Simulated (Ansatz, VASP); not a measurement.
**C: VASP beside Ansatz**

```
CELL_PARAMETERS angstrom
4.73498 -1.90490 0.00513
4.73498 1.90490 0.00513
-2.04698 0.00000 5.89880
ATOMIC_POSITIONS crystal
C 0.97877 0.30079 0.69539
C 0.94402 0.30496 0.18688
C 0.69921 0.02123 0.30461
C 0.69504 0.05598 0.81312
C 0.28691 0.24425 0.26026
C 0.39320 0.04319 0.73177
C 0.69843 0.30157 0.50000
C 0.67776 0.32224 0.00000
C 0.68825 0.30772 0.73583
C 0.69228 0.31175 0.26417
C 0.95681 0.60680 0.26823
C 0.75575 0.71309 0.73974
```

Alike in both runs: task single point; functional PBE; k mesh 8 × 8 × 6; occupations gaussian, width 0.02 eV; no spin polarisation.

```csv
,VASP,Ansatz
version,VASP 6.6.1,Ansatz 0.2.0
potentials or method,"VASP PAW PBE potentials, release 64 (C), cutoff 520 eV","scalar-relativistic, plane waves, PAW"
valence electrons in the cell,48,48
```

VASP gave:

```
gap on the k mesh at the Fermi level (eV)                     : 0.69
least direct gap on the mesh (eV)                             : 1.87
pressure (GPa)                                                : 0.3
traceless stress, the component that is largest in VASP (GPa) : 0.11
rms of the force components (eV/Å)                            : 0.030
```

Q: What did Ansatz give for the same quantities?

A: gap on the k mesh at the Fermi level (eV): 0.69; least direct gap on the mesh (eV): 1.87; pressure (GPa): 0.0; traceless stress, the component that is largest in VASP (GPa): -0.01; rms of the force components (eV/Å): 0.002.

Atom by atom the forces differ by 0.030 eV/Å (rms over components).
